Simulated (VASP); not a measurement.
# SiC (P6_3mc) in VASP: notebook

Runs on SiC. Level: PBE. Tasks: single point.

Everything below comes from runs of VASP 6.6.1. Logs are shortened: lines on timing, memory, paths and dates and some standing lists are left out, and cuts for length are marked.

## 1. The cell of the first run

The structure is hexagonal, space group P6_3mc (No. 186). Conventional cell: a = 3.075 Å, b = 3.075 Å, c = 4.947 Å, α = 90.00°, β = 90.00°, γ = 120.00°. Within 2.5 Å of Si (site symmetry 3m) lie 4 C at 1.87 to 1.88 Å. Within 2.5 Å of C (site symmetry 3m) lie 4 Si at 1.87 to 1.88 Å.

## 2. Single point, PBE (uniaxial z strain -2.0%)

Contents of INCAR:

```
SYSTEM = SiC
ALGO = Normal ; EDIFF = 1E-7
ENCUT = 520 ; GGA = PE
ISIF = 2 ; ISMEAR = 0
LASPH = .True. ; LCHARG = .False.
LREAL = .False. ; LWAVE = .False.
NBANDS = 16 ; NELM = 60
PREC = Accurate ; SIGMA = 0.01
```

Contents of KPOINTS:

```
k-points
0
Gamma
  6 6 4
  0 0 0
```

Contents of POSCAR:

```
SiC
1.0
    3.0753562392      0.0000000000      0.0000000000
   -1.5376781196      2.6633366288      0.0000000000
    0.0000000000      0.0000000000      4.9471459292
Si C
2 2
Direct
    0.3333333333      0.6666666667     -0.0015084448
    0.6666666667      0.3333333333      0.4984915552
    0.3333333333      0.6666666667      0.3765084448
    0.6666666667      0.3333333333      0.8765084448
```

Potentials or basis: VASP PAW PBE potentials, release 64 (Si, C).

Run with:

```sh
$ cat potpaw_PBE.64/Si/POTCAR potpaw_PBE.64/C/POTCAR > POTCAR
$ mpirun -np 1 vasp_std > vasp.out
```

OUTCAR:

```text
SYSTEM = SiC
   EDIFF = 1E-7
   ENCUT = 520
   GGA = PE
   ISIF = 2
   ISMEAR = 0
   LASPH = .True.
   LREAL = .False.
   NELM = 60
   PREC = Accurate

 ion  position               nearest neighbor table
   1  0.333  0.667  0.998-   3 1.87   4 1.88   4 1.88   4 1.88   2 3.04   2 3.04   2 3.04   2 3.04
                             2 3.04   2 3.04
   2  0.667  0.333  0.498-   4 1.87   3 1.88   3 1.88   3 1.88   1 3.04   1 3.04   1 3.04   1 3.04
                             1 3.04   1 3.04
   3  0.333  0.667  0.377-   1 1.87   2 1.88   2 1.88   2 1.88
   4  0.667  0.333  0.877-   2 1.87   1 1.88   1 1.88   1 1.88

  LATTYP: Found a hexagonal cell.
 ALAT       =     3.0753562392
 C/A-ratio  =     1.6086415831

  Lattice vectors:

 A1 = (   3.0753562392,   0.0000000000,   0.0000000000)
 A2 = (  -1.5376781196,   2.6633366288,   0.0000000000)
 A3 = (   0.0000000000,   0.0000000000,   4.9471459292)

Analysis of symmetry for initial positions (statically):
=====================================================================
 Subroutine PRICEL returns:
 Original cell was already a primitive cell.

 Routine SETGRP: Setting up the symmetry group for a
 hexagonal supercell.

 Subroutine GETGRP returns: Found 12 space group operations
 (whereof  6 operations were pure point group operations)
 out of a pool of 24 trial point group operations.

The static configuration has the point symmetry C_3v.
 The point group associated with its full space group is C_6v.

Analysis of symmetry for dynamics (positions and initial velocities):
=====================================================================
 Subroutine PRICEL returns:
 Original cell was already a primitive cell.

 Routine SETGRP: Setting up the symmetry group for a
 hexagonal supercell.

 Subroutine GETGRP returns: Found 12 space group operations
 (whereof  6 operations were pure point group operations)
 out of a pool of 24 trial point group operations.

The dynamic configuration has the point symmetry C_3v.
 The point group associated with its full space group is C_6v.

 Subroutine INISYM returns: Found 12 space group operations
 (whereof  6 operations are pure point group operations),
 and found     1 'primitive' translations

----------------------------------------------------------------------------------------

                                     Primitive cell

  volume of cell :      40.5206

[... 90 lines left out ...]
   EDIFFG = 0.1E-05   stopping-criterion for IOM
   NSW    =      0    number of steps for IOM
   IBRION =     -1    ionic relax: 0-MD 1-quasi-New 2-CG
   NFREE  =      0    steps in history (QN), initial steepest desc. (CG)
   ISIF   =      2    stress and relaxation
   ISYM   =      2    0-nonsym 1-usesym 2-fastsym
   POTIM  = 0.5000    time-step for ionic-motion
   TEBEG  =    0.0;   TEEND  =   0.0 temperature during run
   PSTRESS=    0.0 pullay stress
   NELECT =      16.0000    total number of electrons
   NUPDOWN=      -1.0000    fix difference up-down
   EMIN   =  10.00;   EMAX   =-10.00  energy-range for DOS
   EFERMI =   0.00;   METHOD = LEGACY
   ISMEAR =     0;   SIGMA  =   0.01  broadening in eV -4-tet -1-fermi 0-gaus
   EFERMI_NEDOS =   21; number of points for ismear=-14 and -15
   IALGO  =     38    algorithm
   IMIX   =      4    mixing-type and parameters
     AMIX     =   0.40;   BMIX     =  1.00
     AMIX_MAG =   1.60;   BMIX_MAG =  1.00
  volume/ion in A,a.u.               =      10.13        68.36
  Fermi-wavevector in a.u.,A,eV,Ry     =   1.201036  2.269629 19.626239  1.442488
  Thomas-Fermi vector in A             =   2.336856
   LORBIT       =      0    0 simple, 1 ext, 2 COOP (PROOUT), +10 PAW based schemes
   GGA     = PE    functional components
   LHFCALC =     F    Hartree Fock is set to
   AEXX    =    0.0000 exact exchange contribution
   IVDW    =     0    specifies the selected vdW correction
   LEPSILON=     F    determine dielectric tensor
   LRPA    =     F    only Hartree local field effects (RPA)
 non-spin polarized calculation
 Gauss-broadening in eV      SIGMA  =   0.01
  energy-cutoff  :      520.00
  volume of cell :       40.52
 maximum number of plane-waves:      1104
 NGX is ok and might be reduce to    24
   NGX = 11   NGY = 11   NGZ = 19

 number of electron      16.0000000 magnetization

 Free energy of the ion-electron system (eV)
  ---------------------------------------------------
  ext. energy  EPLUGINS =         0.00000000
  ---------------------------------------------------
  free energy    TOTEN  =       -30.04647010 eV

  energy without entropy =      -30.04647010  energy(sigma->0) =      -30.04647010

 E-fermi :   8.5833     XC(G=0): -11.4373

 val. band max:        8.5273216805   @ k =   0.0000   0.0000   0.0000
 cond. band min:      10.8369087869   @ k =   0.3333   0.3333   0.0000
 fundamental gap:      2.3095871063
 Fermi energy:         8.5832736730

 k-point     1 :       0.0000    0.0000    0.0000
  band No.  band energies     occupation
      1      -7.2390      2.00000
      2      -3.4412      2.00000
      3      -0.2506      2.00000
      4       7.0274      2.00000
      5       7.0274      2.00000
      6       8.4490      2.00000
[... 376 lines left out ...]
      3       0.6320      2.00000
      4       0.6320      2.00000
      5       2.7639      2.00000
      6       2.7639      2.00000
[... 8 lines left out ...]
     15      20.1448      0.00000
     16      20.1448      0.00000

------------------------ aborting loop because EDIFF is reached ----------------------------------------

  FORCE on cell =-STRESS in cart. coord.  units (eV):
  Direction    XX          YY          ZZ          XY          YZ          ZX
  --------------------------------------------------------------------------------------
  -------------------------------------------------------------------------------------
  Total        1.2240193      1.2240193      3.7592861      0.0000000      0.0000000      0.0000000
  in kB       48.3974655     48.3974655    148.6413858      0.0000000      0.0000000      0.0000000
  external PRESSURE =      81.8121056 kB  Pullay stress =       0.0000000 kB

 VOLUME and BASIS-vectors are now :
 -----------------------------------------------------------------------------
  energy-cutoff  :      520.00
  volume of cell :       40.52
      direct lattice vectors                 reciprocal lattice vectors
     3.075356239  0.000000000  0.000000000     0.325165582  0.187734436  0.000000000
    -1.537678120  2.663336629  0.000000000     0.000000000  0.375468872  0.000000000
     0.000000000  0.000000000  4.947145929     0.000000000  0.000000000  0.202136750

 POSITION                                       TOTAL-FORCE (eV/Angst)
 -----------------------------------------------------------------------------------
     -0.00000      1.77556      4.93968        -0.000000      0.000000     -0.031478
      1.53768      0.88778      2.46611         0.000000     -0.000000     -0.031478
     -0.00000      1.77556      1.86264         0.000000     -0.000000      0.031478
      1.53768      0.88778      4.33622        -0.000000      0.000000      0.031478
 -----------------------------------------------------------------------------------
    total drift:                               -0.000000      0.000000     -0.000226

  FREE ENERGIE OF THE ION-ELECTRON SYSTEM (eV)
  ---------------------------------------------------
  free  energy   TOTEN  =       -30.0464701027 eV

  energy  without entropy=      -30.0464701027  energy(sigma->0) =      -30.04647010
```

OSZICAR:

```text
N       E                     dE             d eps       ncg     rms          rms(c)
DAV:   1     0.261987872369E+02    0.26199E+02   -0.72934E+03   672   0.904E+02
DAV:   2    -0.313052218790E+02   -0.57504E+02   -0.51396E+02   968   0.155E+02
DAV:   3    -0.338854469762E+02   -0.25802E+01   -0.25688E+01   928   0.303E+01
DAV:   4    -0.339042873906E+02   -0.18840E-01   -0.18839E-01   760   0.321E+00
DAV:   5    -0.339044607794E+02   -0.17339E-03   -0.17338E-03   920   0.291E-01    0.128E+01
DAV:   6    -0.301522695110E+02    0.37522E+01   -0.66229E+00   840   0.159E+01    0.581E+00
DAV:   7    -0.300646255847E+02    0.87644E-01   -0.11574E+00   928   0.634E+00    0.253E+00
DAV:   8    -0.300476476878E+02    0.16978E-01   -0.48182E-02   760   0.140E+00    0.636E-01
DAV:   9    -0.300461264435E+02    0.15212E-02   -0.75501E-03   872   0.592E-01    0.122E-01
DAV:  10    -0.300464449274E+02   -0.31848E-03   -0.10106E-03   784   0.184E-01    0.571E-02
DAV:  11    -0.300464684560E+02   -0.23529E-04   -0.92985E-05   784   0.684E-02    0.134E-02
DAV:  12    -0.300464695652E+02   -0.11092E-05   -0.66428E-06   880   0.161E-02    0.366E-03
DAV:  13    -0.300464700882E+02   -0.52305E-06   -0.42584E-07   832   0.422E-03    0.270E-03
DAV:  14    -0.300464701027E+02   -0.14421E-07   -0.16983E-08   448   0.894E-04
   1 F= -.30046470E+02 E0= -.30046470E+02  d E =-.992954E-18
```

stdout:

```text
POSCAR found type information on POSCAR SiC
 POSCAR found :  2 types and       4 ions
 scaLAPACK will be used
 LDA part: xc-table for (Slater+PW92), standard interpolation
 POSCAR, INCAR and KPOINTS ok, starting setup
 FFT: planning ... GRIDC
 FFT: planning ... GRID_SOFT
 FFT: planning ... GRID
 WAVECAR not read
 entering main loop
```

It took 5.5 s on 1 thread of Intel Xeon 6975P-C (Granite Rapids), shared host; peak memory 0.15 GiB.

Results:

```
Free energy            : -30.0465 eV
Pressure               : 8.2 GPa
Largest force          : 0.031 eV/Å
Band gap on the k mesh : 2.31 eV, indirect (least direct gap 3.85 eV)
```

Forces in eV/Å, atoms in the order of the input:
```
Si   0.000  0.000 -0.031
Si   0.000  0.000 -0.031
C    0.000  0.000  0.031
C    0.000  0.000  0.031
```

Stress tensor (GPa, compression positive):
```
 4.84  0.00  0.00
 0.00  4.84  0.00
 0.00  0.00 14.86
```

Caveat: the cell differs from its parent crystal (uniaxial z strain -2.0%).

## 3. Single point, PBE (uniaxial z strain -1.0%)

Contents of INCAR:

```
SYSTEM = SiC
  PREC = Accurate
  ENCUT = 520
  EDIFF = 1E-6
  ISMEAR = 0
  SIGMA = 0.01
  LREAL = .FALSE.
  LASPH = .TRUE.
  NELM = 60
  ALGO = Normal
  ISIF = 2
  LWAVE = .FALSE.
  LCHARG = .TRUE.
  GGA = PE
  LELF = .TRUE.
  LVHAR = .TRUE.
  NBANDS = 16
```

Contents of KPOINTS:

```
Automatic mesh
0
G
  6 6 4
  0 0 0
```

Contents of POSCAR:

```
SiC
1.0
    3.0753562392      0.0000000000      0.0000000000
   -1.5376781196      2.6633366288      0.0000000000
    0.0000000000      0.0000000000      4.9976270101
Si C
2 2
Direct
    0.3333333333      0.6666666667     -0.0009146521
    0.6666666667      0.3333333333      0.4990853479
    0.3333333333      0.6666666667      0.3759146521
    0.6666666667      0.3333333333      0.8759146521
```

Potentials or basis: VASP PAW PBE potentials, release 64 (Si, C).

Run with:

```sh
$ cat potpaw_PBE.64/Si/POTCAR potpaw_PBE.64/C/POTCAR > POTCAR
$ mpirun -np 1 vasp_std > vasp.out
```

It took 5.7 s on 1 thread of Intel Xeon 6975P-C (Granite Rapids), shared host; peak memory 0.15 GiB.

The run converged. Its results:

```
Free energy            : -30.0770 eV
Pressure               : 5.8 GPa
Largest force          : 0.017 eV/Å
Band gap on the k mesh : 2.33 eV, indirect (least direct gap 3.91 eV)
```

Forces on the atoms (eV/Å):
```
Si   0.000  0.000 -0.017
Si   0.000  0.000 -0.017
C    0.000  0.000  0.017
C    0.000  0.000  0.017
```

Stress tensor (GPa, compression positive):
```
4.16 0.00 0.00
0.00 4.16 0.00
0.00 0.00 8.94
```

Levels at points of the mesh, in eV from the valence-band top:
```tsv
k point	band 5	band 6	band 7	band 8	band 9	band 10	band 11	band 12
(0.00, 0.00, 0.00)	-1.37	-0.02	0.00	0.00	4.75	6.48	6.67	6.67
(0.50, 0.00, 0.00)	-5.44	-3.38	-3.28	-1.17	2.74	4.33	6.97	7.17
(0.00, 0.00, 0.50)	-0.74	-0.74	-0.74	-0.74	5.89	5.89	7.35	7.35
(0.50, 0.00, 0.50)	-2.47	-2.47	-2.26	-2.26	3.36	3.36	5.35	5.35
```

Caveat: the cell differs from its parent crystal (uniaxial z strain -1.0%). A k mesh can miss the band edges.

## 4. Single point, PBE

This run uses another cell than the first one, of 10.34 Å³/atom, 1.020 times its volume.

Contents of INCAR:

```
SYSTEM = SiC
  PREC = Accurate
  ENCUT = 520
  EDIFF = 1E-6
  ISMEAR = 0
  SIGMA = 0.01
  LREAL = .FALSE.
  LASPH = .TRUE.
  NELM = 80
  ALGO = Normal
  ISIF = 2
  LWAVE = .FALSE.
  LCHARG = .FALSE.
  GGA = PE
  NBANDS = 16
```

KPOINTS is that of step 3.

Contents of POSCAR:

```
SiC
1.0
    3.0753562392      0.0000000000      0.0000000000
   -1.5376781196      2.6633366288      0.0000000000
    0.0000000000      0.0000000000      5.0481080910
Si C
2 2
Direct
    0.3333333333      0.6666666667     -0.0004083989
    0.6666666667      0.3333333333      0.4995916011
    0.3333333333      0.6666666667      0.3754083989
    0.6666666667      0.3333333333      0.8754083989
```

Run with:

```sh
$ cat potpaw_PBE.64/Si/POTCAR potpaw_PBE.64/C/POTCAR > POTCAR
$ mpirun -np 1 vasp_std > vasp.out
```

It took 5.6 s on 1 thread of Intel Xeon 6975P-C (Granite Rapids), shared host; peak memory 0.15 GiB.

The run converged. Its results:

```
Free energy            : -30.0927 eV
Pressure               : 3.5 GPa
Largest force          : 0.004 eV/Å
Band gap on the k mesh : 2.27 eV, indirect (least direct gap 3.97 eV)
```

Forces in eV/Å, atoms in the order of the input:
```
Si   0.000  0.000 -0.004
Si   0.000  0.000 -0.004
C    0.000  0.000  0.004
C    0.000  0.000  0.004
```

Stress tensor (GPa, compression positive):
```
3.57 0.00 0.00
0.00 3.57 0.00
0.00 0.00 3.23
```

Levels at points of the mesh, in eV from the valence-band top:
```tsv
k point	band 5	band 6	band 7	band 8	band 9	band 10	band 11	band 12
(0.00, 0.00, 0.00)	-1.32	-0.11	0.00	0.00	4.81	6.21	6.67	6.67
(0.50, 0.00, 0.00)	-5.43	-3.32	-3.29	-1.20	2.78	4.22	6.88	7.13
(0.00, 0.00, 0.50)	-0.71	-0.71	-0.71	-0.71	5.90	5.90	7.35	7.35
(0.50, 0.00, 0.50)	-2.45	-2.45	-2.33	-2.33	3.28	3.28	5.25	5.25
```

[end of part 1 of 2]
